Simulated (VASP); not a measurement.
Wanted: the native input for a VASP 6.6.1 run.

* Task: single point
* Functional: PBE
* Potentials or basis: VASP PAW PBE potentials, release 64 (V_sv)
* Cutoff: 520 eV
* k mesh: 21 × 21 × 21
* Occupations: fermi-dirac, width 0.05 eV
* Spin: collinear spin, ferromagnetic start
* Starting moments: [1.0] μB
* Dipole correction: no
* Further INCAR settings: ALGO = Normal; EDIFF = 1e-06; NBANDS = 16

The structure of V lies in POSCAR:

```
V
1.0
    2.3773032739      0.0000000000      0.0000000000
    0.0000000000      2.3773032739      0.0000000000
    0.0000000000      0.0000000000      2.3773032739
V
1
Direct
    0.0000000000      0.0000000000      0.0000000000
```

This cell differs from its parent crystal: volume scaled by 0.92.

The input as run:

INCAR

```
SYSTEM = V
PREC     = Accurate       ! precision mode
ENCUT    = 520            ! plane-wave cutoff, eV
EDIFF    = 1E-6           ! SCF threshold, eV
ISMEAR   = -1             ! smearing method
SIGMA    = 0.05           ! smearing width, eV
LREAL    = .False.        ! projectors in reciprocal space
LASPH    = .True.         ! aspherical terms in the spheres
NELM     = 150            ! most SCF steps
ALGO     = Normal         ! electronic algorithm
ISIF     = 2              ! what is computed and relaxed
LWAVE    = .False.        ! write WAVECAR
LCHARG   = .False.        ! write CHGCAR
ISPIN    = 2              ! spin polarisation
MAGMOM   = 1              ! initial moments
LORBIT   = 11             ! projections on sites
LMAXMIX  = 4              ! l up to which the mixer works
GGA      = PE             ! functional
NBANDS   = 16             ! bands
```

KPOINTS

```
regular mesh
0
Gamma
  21 21 21
  0 0 0
```

Potentials or basis: VASP PAW PBE potentials, release 64 (V_sv).

Command:

```console
$ cat potpaw_PBE.64/V_sv/POTCAR > POTCAR
$ mpirun -np 1 vasp_std > vasp.out
```

It gave:

```
Pressure                                              : 15.1 GPa
Net moment                                            : 0.00 μB per cell
Valence electrons inside the program's atomic spheres : V 11.88
```

It took 34 s on 1 thread of Intel(R) Xeon(R) 6975P-C (Granite Rapids) (shared host), peak memory 0.19 GiB.
